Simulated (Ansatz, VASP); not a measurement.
## Pb: VASP beside Ansatz

File INCAR:

```
ALGO = Fast
EDIFF = 1E-7
EDIFFG = -0.01
ENCUT = 600
GGA = PS
IBRION = 2
ISIF = 3
ISMEAR = 0
LASPH = T
LCHARG = F
LREAL = F
LWAVE = F
NELM = 60
NSW = 100
PREC = Accurate
SIGMA = 0.1
```

File KPOINTS:

```
k-points
0
Gamma
  15 15 4
```

The input POSCAR:

```
Pb
1.0
    3.5243661423      0.0000000000      0.0000000000
   -1.7621830711      3.0521906115      0.0000000000
    0.0000000000      0.0000000000     11.4952418100
Pb
4
Direct
    0.0000000000      0.0000000000      0.0000000000
    0.3333333300      0.6666666700      0.2500000000
    0.0000000000      0.0000000000      0.5000000000
    0.6666666700      0.3333333300      0.7500000000
```

Input for Ansatz:

```yaml
crystal:
  lattice:
    - [3.5243661423, 0.0, 0.0]
    - [-1.7621830711, 3.0521906115, 0.0]
    - [0.0, 0.0, 11.49524181]
  atoms:
    - { symbol: Pb, position: [0.0, 0.0, 0.0] }
    - { symbol: Pb, position: [0.33333333, 0.66666667, 0.25] }
    - { symbol: Pb, position: [0.0, 0.0, 0.5] }
    - { symbol: Pb, position: [0.66666667, 0.33333333, 0.75] }
basis:
  ecutwfc: 420
kpoints:
  mp_grid: { grid: [15, 15, 4] }
hamiltonian:
  xc: pbesol
scf:
  occupations: { method: gaussian, width: 0.1 }
output:
  forces: true
  stress: true
  eigenvalues: true
relax:
  adjacent_minimum: "off"
  f_tol: 0.01
  max_steps: 80
  cell: { stress_tol: 0.05 }
```

Alike in both runs: task relaxation of cell and atoms; functional PBEsol; k mesh 15 × 15 × 4; occupations gaussian, width 0.1 eV; no spin polarisation.

|  | VASP | Ansatz |
| --- | --- | --- |
| version | VASP 6.6.1 | Ansatz 0.2.0 |
| potentials or method | VASP PAW PBE potentials, release 64 (Pb_d), cutoff 600 eV | scalar-relativistic, plane waves, PAW |
| valence electrons in the cell | 56 | 56 |

VASP gave:

| Item | Value |
| --- | --- |
| gap on the k mesh at the Fermi level, each at its own relaxed structure (eV) | none |
| relaxed volume (Å³/atom) | 29.95 |
| relaxed length of the cell vector where the two differ most in proportion (Å) | 3.481 |

Problem. What did Ansatz give for the same quantities?

Solution. gap on the k mesh at the Fermi level, each at its own relaxed structure (eV): none; relaxed volume (Å³/atom): 29.98; relaxed length of the cell vector where the two differ most in proportion (Å): 3.483.

VASP's potentials were made for PBE, not for PBEsol. A gap of «none» marks a metal or a gap that the smearing closes.

Spin-orbit coupling is off throughout.
